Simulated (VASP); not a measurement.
# CoH4 (P3m1) in VASP: a series of runs

Runs on CoH4. Level: PBE. Tasks: single point, relaxation of cell and atoms.

Program: VASP 6.6.1. These are calculated values, not measurements. Logs are shortened: lines on timing, memory, paths and dates and some standing lists are left out, and cuts for length are marked.

## 1. The cell of the first run

The structure is trigonal, space group P3m1 (No. 156). The conventional cell has a = 2.480 Å, b = 2.480 Å, c = 8.287 Å, α = 90.00°, β = 90.00°, γ = 120.00°. Within 2.3 Å of Co (site symmetry 3m) lie 6 H at 1.70 Å. H (site symmetry 3m) has 3 Co at 1.70 Å and 9 H at 2.32 to 2.48 Å within 2.5 Å. H (site symmetry 3m) has 3 Co at 1.70 Å and 9 H at 2.32 to 2.48 Å within 2.5 Å. H (site symmetry 3m) has 1 H at 0.74 Å within 1.0 Å. Within 1.0 Å of H (site symmetry 3m) lie 1 H at 0.74 Å.

## 2. Single point, PBE

INCAR

```
PREC = Accurate ; ENCUT = 520
EDIFF = 1E-6 ; ISMEAR = 0
SIGMA = 0.1 ; LREAL = False
LASPH = True ; NELM = 60
ALGO = Normal ; ISIF = 2
LWAVE = False ; LCHARG = False
GGA = PE ; NBANDS = 14
```

KPOINTS

```
Automatic mesh
0
Gamma
  12 12 4
```

POSCAR

```
CoH4
1.0
    2.4804285209      0.0000000000      0.0000000000
   -1.2402142604      2.1481141114      0.0000000000
    0.0000000000      0.0000000000      8.2874952051
Co H
1 4
Direct
    0.6666666667      0.3333333333      0.2295770490
    0.3333333333      0.6666666667      0.1194678907
    0.0000000000      0.0000000000      0.3396847181
    0.3333333333      0.6666666667      0.6780711525
    0.3333333333      0.6666666667      0.7676404095
```

Potentials or basis: VASP PAW PBE potentials, release 64 (Co, H).

Launch:

```bash
cat potpaw_PBE.64/Co/POTCAR potpaw_PBE.64/H/POTCAR > POTCAR
mpirun -np 1 vasp_std > vasp.out
```

OUTCAR:

```text
PREC = Accurate
   ENCUT = 520
   EDIFF = 1E-6
   ISMEAR = 0
   LREAL = False
   LASPH = True
   NELM = 60
   ISIF = 2
   GGA = PE

 ion  position               nearest neighbor table
   1  0.667  0.333  0.230-   3 1.70   3 1.70   3 1.70   2 1.70   2 1.70   2 1.70
   2  0.333  0.667  0.119-   1 1.70   1 1.70   1 1.70
   3  0.000  0.000  0.340-   1 1.70   1 1.70   1 1.70
   4  0.333  0.667  0.678-   5 0.74
   5  0.333  0.667  0.768-   4 0.74

  LATTYP: Found a hexagonal cell.
 ALAT       =     2.4804285209
 C/A-ratio  =     3.3411546171

  Lattice vectors:

 A1 = (   2.4804285209,   0.0000000000,   0.0000000000)
 A2 = (  -1.2402142604,   2.1481141114,   0.0000000000)
 A3 = (   0.0000000000,   0.0000000000,   8.2874952051)

Analysis of symmetry for initial positions (statically):
=====================================================================
 Subroutine PRICEL returns:
 Original cell was already a primitive cell.

 Routine SETGRP: Setting up the symmetry group for a
 hexagonal supercell.

 Subroutine GETGRP returns: Found  6 space group operations
 (whereof  6 operations were pure point group operations)
 out of a pool of 24 trial point group operations.

The static configuration has the point symmetry C_3v.

Analysis of symmetry for dynamics (positions and initial velocities):
=====================================================================
 Subroutine PRICEL returns:
 Original cell was already a primitive cell.

 Routine SETGRP: Setting up the symmetry group for a
 hexagonal supercell.

 Subroutine GETGRP returns: Found  6 space group operations
 (whereof  6 operations were pure point group operations)
 out of a pool of 24 trial point group operations.

The dynamic configuration has the point symmetry C_3v.

 Subroutine INISYM returns: Found  6 space group operations
 (whereof  6 operations are pure point group operations),
 and found     1 'primitive' translations

----------------------------------------------------------------------------------------

                                     Primitive cell

  volume of cell :      44.1578

  direct lattice vectors                    reciprocal lattice vectors
     2.480428521  0.000000000  0.000000000     0.403156145  0.232762309  0.000000000
    -1.240214260  2.148114111  0.000000000     0.000000000  0.465524617  0.000000000
     0.000000000  0.000000000  8.287495205     0.000000000  0.000000000  0.120663720

  length of vectors
     2.480428521  2.480428521  8.287495205     0.465524617  0.465524617  0.120663720

  position of ions in fractional coordinates (direct lattice)
     0.666666667  0.333333333  0.229577049
     0.333333333  0.666666667  0.119467891
     0.000000000  0.000000000  0.339684718
     0.333333333  0.666666667  0.678071153
     0.333333333  0.666666667  0.767640409

  ion indices of the primitive-cell ions
   primitive index   ion index
                 1           1
                 2           2
                 3           3
                 4           4
                 5           5

----------------------------------------------------------------------------------------

 KPOINTS: Automatic mesh

Automatic generation of k-mesh.
 Grid dimensions read from file:
 generate k-points for:   12   12    4

 Generating k-lattice:

  Cartesian coordinates                     Fractional coordinates (reciprocal lattice)
     0.033596345  0.019396859  0.000000000     0.083333333  0.000000000  0.000000000
     0.000000000  0.038793718  0.000000000     0.000000000  0.083333333  0.000000000
     0.000000000  0.000000000  0.030165930     0.000000000  0.000000000  0.250000000

  Length of vectors
     0.038793718  0.038793718  0.030165930

  Shift w.r.t. Gamma in fractional coordinates (k-lattice)
     0.000000000  0.000000000  0.000000000

 Subroutine IBZKPT returns following result:
 ===========================================

 Found     69 irreducible k-points:

 Following reciprocal coordinates:
            Coordinates               Weight
  0.000000  0.000000  0.000000      1.000000
  0.083333  0.000000  0.000000      6.000000
  0.166667  0.000000  0.000000      6.000000
  0.250000  0.000000  0.000000      6.000000
  0.333333  0.000000  0.000000      6.000000
  0.416667  0.000000  0.000000      6.000000
[... 16 lines left out ...]
  0.166667  0.000000  0.250000      6.000000
  0.000000  0.166667  0.250000      6.000000
 [... further k-points ...]
   k-points           NKPTS =     69   k-points in BZ     NKDIM =     69   number of bands    NBANDS=     14
   number of dos      NEDOS =    301   number of ions     NIONS =      5
   total plane-waves  NPLWV =  20736
   dimension x,y,z NGX =    18 NGY =   18 NGZ =   64
   dimension x,y,z NGXF=    36 NGYF=   36 NGZF=  128
   ions per type =               1   4
   NGX,Y,Z   is equivalent  to a cutoff of  12.06, 12.06, 12.84 a.u.
   NGXF,Y,Z  is equivalent  to a cutoff of  24.13, 24.13, 25.68 a.u.
 SYSTEM =  unknown system
[... 70 lines left out ...]
     11      12.7688      0.00000
     12      14.7324      0.00000
     13      18.2463      0.00000
     14      19.7395      0.00000

 k-point     2 :       0.0833    0.0000    0.0000
  band No.  band energies     occupation
      1      -9.6112      2.00000
      2      -6.7164      2.00000
      3      -4.8700      2.00000
      4      -1.9736      2.00000
      5      -1.9064      2.00000
      6      -1.7599      2.00000
      7      -0.1120      1.91314
      8       0.0080      1.01135
      9       4.0820      0.00000
     10       6.6239      0.00000
     11      12.8885      0.00000
     12      14.6274      0.00000
     13      17.7311      0.00000
     14      18.6582      0.00000

 k-point     3 :       0.1667    0.0000    0.0000
  band No.  band energies     occupation
      1      -8.9499      2.00000
      2      -6.2603      2.00000
      3      -4.9596      2.00000
      4      -2.1342      2.00000
      5      -1.6320      2.00000
      6      -1.4260      2.00000
      7      -0.1894      1.99499
      8       0.3398      0.00000
      9       4.7763      0.00000
     10       7.0685      0.00000
     11      12.9360      0.00000
     12      14.0590      0.00000
     13      16.0293      0.00000
     14      16.6943      0.00000

 k-point     4 :       0.2500    0.0000    0.0000
  band No.  band energies     occupation
      1      -7.9435      2.00000
      2      -5.5611      2.00000
      3      -5.0807      2.00000
      4      -2.3692      2.00000
      5      -1.2231      2.00000
      6      -0.9477      2.00000
      7      -0.2864      1.99997
      8       1.0050      0.00000
      9       5.8410      0.00000
     10       7.7639      0.00000
     11      11.5447      0.00000
     12      12.6519      0.00000
     13      13.7776      0.00000
     14      15.9334      0.00000

 k-point     5 :       0.3333    0.0000    0.0000
  band No.  band energies     occupation
      1      -6.8449      2.00000
      2      -5.0749      2.00000
      3      -4.7195      2.00000
      4      -2.6095      2.00000
      5      -0.8183      2.00000
      6      -0.5309      2.00000
      7      -0.2794      1.99995
      8       2.0200      0.00000
      9       6.9980      0.00000
     10       8.3619      0.00000
     11       9.5234      0.00000
[... 276 lines left out ...]
 k-point    22 :       0.0000    0.0833    0.2500
  band No.  band energies     occupation
      1      -9.6084      2.00000
      2      -6.7452      2.00000
      3      -4.8188      2.00000
      4      -1.9808      2.00000
      5      -1.9208      2.00000
      6      -1.7599      2.00000
      7      -0.1121      1.91314
      8       0.0170      0.91053
      9       3.7995      0.00000
     10       7.3265      0.00000
     11      11.5344      0.00000
     12      15.6203      0.00000
     13      17.8111      0.00000
     14      18.6687      0.00000

 k-point    23 :       0.1667    0.0000    0.2500
  band No.  band energies     occupation
      1      -8.9469      2.00000
      2      -6.2932      2.00000
      3      -4.9145      2.00000
      4      -2.1377      2.00000
      5      -1.6430      2.00000
      6      -1.4260      2.00000
      7      -0.1894      1.99498
      8       0.3660      0.00000
      9       4.4330      0.00000
     10       7.8032      0.00000
     11      11.8525      0.00000
     12      14.6065      0.00000
     13      15.6752      0.00000
     14      16.7573      0.00000

 k-point    24 :       0.0000    0.1667    0.2500
  band No.  band energies     occupation
      1      -8.9470      2.00000
      2      -6.2907      2.00000
      3      -4.9196      2.00000
      4      -2.1257      2.00000
      5      -1.6534      2.00000
      6      -1.4260      2.00000
      7      -0.1894      1.99499
      8       0.3705      0.00000
      9       4.4164      0.00000
     10       7.8394      0.00000
     11      11.8081      0.00000
     12      14.3573      0.00000
     13      16.2199      0.00000
     14      16.7274      0.00000

 [... further k-points ...]
[... 5 lines left out ...]
  --------------------------------------------------------------------------------------
  -------------------------------------------------------------------------------------
  Total       -0.0732187     -0.0732187     -0.0725378     -0.0000000      0.0000000      0.0000000
  in kB       -2.6565935     -2.6565935     -2.6318877     -0.0000000      0.0000000      0.0000000
  external PRESSURE =      -2.6483582 kB  Pullay stress =       0.0000000 kB

 VOLUME and BASIS-vectors are now :
 -----------------------------------------------------------------------------
  energy-cutoff  :      520.00
  volume of cell :       44.16
      direct lattice vectors                 reciprocal lattice vectors
     2.480428521  0.000000000  0.000000000     0.403156145  0.232762309  0.000000000
    -1.240214260  2.148114111  0.000000000     0.000000000  0.465524617  0.000000000
     0.000000000  0.000000000  8.287495205     0.000000000  0.000000000  0.120663720

 POSITION                                       TOTAL-FORCE (eV/Angst)
 -----------------------------------------------------------------------------------
      1.24021      0.71604      1.90262         0.000000      0.000000      0.000069
     -0.00000      1.43208      0.99009        -0.000000      0.000000      0.003356
      0.00000      0.00000      2.81514        -0.000000      0.000000     -0.003585
     -0.00000      1.43208      5.61951        -0.000000      0.000000      0.010998
     -0.00000      1.43208      6.36182        -0.000000      0.000000     -0.010839
 -----------------------------------------------------------------------------------
    total drift:                               -0.000000     -0.000000     -0.000064

  FREE ENERGIE OF THE ION-ELECTRON SYSTEM (eV)
  ---------------------------------------------------
  free  energy   TOTEN  =       -20.1531813099 eV

  energy  without entropy=      -20.1420857834  energy(sigma->0) =      -20.14763355
```

Wall time 56 s (1 thread of Intel Xeon 8259CL, shared host); peak memory 0.18 GiB.

What came out:

```
Free energy            : -20.1532 eV
Pressure               : -0.3 GPa
Largest force          : 0.011 eV/Å
Band gap on the k mesh : zero (an odd number of electrons rules out a gap without spin polarisation)
```

Forces in eV/Å, atoms in the order of the input:
```
Co   0.000  0.000  0.000
H    0.000  0.000  0.003
H    0.000  0.000 -0.004
H    0.000  0.000  0.011
H    0.000  0.000 -0.011
```

Caveat: the run has no spin polarisation, though such a crystal can be magnetic. Spin polarisation is off, so any magnetic state and its effect on volume and gap are missing.

## 3. Relaxation of cell and atoms, PBE

This run uses another cell than the first one, of 8.96 Å³/atom.

INCAR

```
SYSTEM = CoH4
  PREC = Accurate
  ENCUT = 600
  EDIFF = 1E-6
  ISMEAR = 0
  SIGMA = 0.1
  LREAL = .FALSE.
  LASPH = .TRUE.
  NELM = 80
  ALGO = Normal
  ISIF = 3
  LWAVE = .FALSE.
  LCHARG = .FALSE.
  GGA = PE
  IBRION = 2
  NSW = 60
  EDIFFG = -0.01
```

KPOINTS

```
Automatic mesh
0
G
  12 12 4
  0 0 0
```

POSCAR

```
CoH4
1.0
    2.4995204803      0.0000000000      0.0000000000
   -1.2497602401      2.1646482333      0.0000000000
    0.0000000000      0.0000000000      8.2835913958
Co H
1 4
Direct
    0.6666666667      0.3333333333      0.2297147217
    0.3333333333      0.6666666667      0.1209884614
    0.0000000000      0.0000000000      0.3384324790
    0.3333333333      0.6666666667      0.6778216513
    0.3333333333      0.6666666667      0.7674839064
```

Potentials or basis: VASP PAW PBE potentials, release 64 (Co, H).

Launch:

```bash
cat potpaw_PBE.64/Co/POTCAR potpaw_PBE.64/H/POTCAR > POTCAR
mpirun -np 1 vasp_std > vasp.out
```

It took 5.3 min on 1 thread of Intel Xeon 8259CL, shared host; peak memory 0.2 GiB.

It converged, with:

* Free energy: -20.1559 eV
* Relaxed volume: 8.84 Å³/atom
* Relaxed cell: a = 2.479 Å, b = 2.479 Å, c = 8.303 Å, α = 90.00°, β = 90.00°, γ = 120.00°
* Space group after relaxing (to 0.1 Å): P3m1 (No. 156)
* Energy gained by relaxing: 0.7 meV/atom
* Ionic steps: 11
* Pressure after relaxing: 0.0 GPa
* Band gap on the k mesh: zero (an odd number of electrons rules out a gap without spin polarisation)

Forces in eV/Å, atoms in the order of the input:
```
Co   0.000  0.000  0.000
H    0.000  0.000 -0.003
H    0.000  0.000  0.002
H    0.000  0.000  0.000
H    0.000  0.000  0.001
```

The path:
| step | energy change (eV) | largest force (eV/Å) | pressure (GPa) | volume (Å³) |
| --- | --- | --- | --- | --- |
| 1 | 0.0000 | 0.0186 | -1.02 | 44.82 |
| 2 | -0.0025 | 0.0426 | -0.29 | 44.45 |
| 3 | -0.0029 | 0.0733 | 0.04 | 44.26 |
| 4 | -0.0029 | 0.0833 | 0.22 | 44.20 |
| 5 | -0.0024 | 0.2644 | 0.05 | 44.11 |
| 6 | -0.0032 | 0.0585 | 0.12 | 44.17 |
| 7 | -0.0036 | 0.0270 | 0.08 | 44.18 |
| 8 | -0.0037 | 0.0134 | 0.02 | 44.18 |
| 9 | -0.0037 | 0.0120 | 0.05 | 44.18 |
| 10 | -0.0037 | 0.0360 | -0.10 | 44.21 |
| 11 | -0.0037 | 0.0025 | -0.05 | 44.19 |

Final structure:
```
Co H
1.0
     2.47898    0.00000    0.00000
    -1.23949    2.14686    0.00000
     0.00000    0.00000    8.30305
Co H
1 4
Direct
  0.66667 0.33333 0.22972
  0.33333 0.66667 0.11983
  0.00000 0.00000 0.33959
  0.33333 0.66667 0.67799
  0.33333 0.66667 0.76732
```

Levels at points of the mesh, in eV from the Fermi level:
| k point | band 3 | band 4 | band 5 | band 6 | band 7 | band 8 | band 9 | band 10 |
| --- | --- | --- | --- | --- | --- | --- | --- | --- |
| (0.00, 0.00, 0.00) | -4.86 | -2.06 | -1.89 | -1.89 | -0.09 | -0.09 | 3.82 | 6.44 |
| (0.50, 0.00, 0.00) | -3.67 | -3.14 | -0.56 | -0.50 | 0.20 | 3.98 | 5.94 | 7.36 |
| (0.00, 0.00, 0.50) | -4.75 | -2.11 | -1.89 | -1.89 | -0.09 | -0.09 | 3.37 | 8.02 |
| (0.50, 0.00, 0.50) | -3.72 | -3.13 | -0.56 | -0.50 | 0.20 | 3.99 | 5.89 | 7.52 |

Caveat: the run has no spin polarisation, though such a crystal can be magnetic. Spin polarisation is off, so any magnetic state and its effect on volume and gap are missing.

## 4. Single point, PBE, collinear spin, ferromagnetic start

This run uses another cell than the first one, of 8.96 Å³/atom.

INCAR

```
ALGO     = Normal         # electronic algorithm
EDIFF    = 1E-6           # SCF threshold, eV
ENCUT    = 520            # plane-wave cutoff, eV
GGA      = PE             # functional
ISIF     = 2              # what is computed and relaxed
ISMEAR   = 0              # smearing method
ISPIN    = 2              # spin polarisation
LASPH    = T              # aspherical terms in the spheres
LCHARG   = F              # write CHGCAR
LMAXMIX  = 4              # l up to which the mixer works
LORBIT   = 11             # projections on sites
LREAL    = F              # projectors in reciprocal space
LWAVE    = F              # write WAVECAR
MAGMOM   = 1.3 0 0 0 0    # initial moments
NBANDS   = 18             # bands
NELM     = 150            # most SCF steps
PREC     = Accurate       # precision mode
SIGMA    = 0.1            # smearing width, eV
```

KPOINTS

```
k-points
0
Gamma
  12 12 4
```

POSCAR is that of step 3.

Launch:

```bash
cat potpaw_PBE.64/Co/POTCAR potpaw_PBE.64/H/POTCAR > POTCAR
mpirun -np 1 vasp_std > vasp.out
```

Wall time 3.4 min (1 thread of Intel Xeon 8259CL, shared host); peak memory 0.24 GiB.

The run converged. Its results:

- Free energy: -20.1665 eV
- Pressure: -0.2 GPa
- Largest force: 0.010 eV/Å
- Net moment: 0.73 μB per cell
- Site moments: Co +0.78; H -0.01, -0.00 (each value once) μB
- Valence electrons inside the program's atomic spheres: Co 8.45; H 0.55, 0.65 (each value once)

Forces on the atoms (eV/Å):
```
Co   0.000  0.000  0.000
H    0.000  0.000  0.000
H    0.000  0.000  0.000
H    0.000  0.000  0.010
H    0.000  0.000 -0.010
```

Levels at points of the mesh, in eV from the Fermi level:
Spin up:
| k point | band 4 | band 5 | band 6 | band 7 | band 8 | band 9 | band 10 | band 11 |
| --- | --- | --- | --- | --- | --- | --- | --- | --- |
| (0.00, 0.00, 0.00) | -2.31 | -2.28 | -2.28 | -0.73 | -0.73 | 3.85 | 6.40 | 12.69 |
| (0.50, 0.00, 0.00) | -3.50 | -1.14 | -0.89 | -0.32 | 3.60 | 5.85 | 7.09 | 8.08 |
| (0.00, 0.00, 0.50) | -2.36 | -2.28 | -2.28 | -0.73 | -0.73 | 3.37 | 8.02 | 10.13 |
| (0.50, 0.00, 0.50) | -3.49 | -1.14 | -0.89 | -0.32 | 3.61 | 5.79 | 7.23 | 8.43 |
Spin down:
| k point | band 2 | band 3 | band 4 | band 5 | band 6 | band 7 | band 8 | band 9 | band 10 | band 11 |
| --- | --- | --- | --- | --- | --- | --- | --- | --- | --- | --- |
| (0.00, 0.00, 0.00) | -6.83 | -4.83 | -1.93 | -1.50 | -1.50 | 0.22 | 0.22 | 3.85 | 6.47 | 12.63 |
| (0.50, 0.00, 0.00) | -4.02 | -3.72 | -2.79 | -0.41 | -0.27 | 0.63 | 4.06 | 5.84 | 7.31 | 8.11 |
| (0.00, 0.00, 0.50) | -6.89 | -4.72 | -1.99 | -1.50 | -1.50 | 0.22 | 0.22 | 3.41 | 8.00 | 10.19 |
| (0.50, 0.00, 0.50) | -3.99 | -3.76 | -2.79 | -0.41 | -0.27 | 0.63 | 4.07 | 5.79 | 7.48 | 8.46 |

## 5. Summary

| task | spin | cell | cutoff (eV) | gap on the mesh (eV) | pressure (GPa) | largest force (eV/Å) |
| --- | --- | --- | --- | --- | --- | --- |
| single point | off | a = 2.480, b = 2.480, c = 8.287 Å, angles 90.0, 90.0, 120.0°, 5 atoms, atomic positions A | 520 | none | -0.3 | 0.01 |
| relaxation of cell and atoms | off | relaxed from a = 2.500, b = 2.500, c = 8.284 Å, angles 90.0, 90.0, 120.0°, 5 atoms, atomic positions B | 600 | none | 0.0 | - |
| single point | collinear, ferromagnetic start | a = 2.500, b = 2.500, c = 8.284 Å, angles 90.0, 90.0, 120.0°, 5 atoms, atomic positions B | 520 | none | -0.2 | 0.01 |

Alike in all rows: level PBE; potentials or basis VASP PAW PBE potentials, release 64 (Co, H); k mesh 12 × 12 × 4; smearing gaussian 0.1 eV.

Total energies depend on the potentials used, so only differences within one code and one set of settings carry meaning.
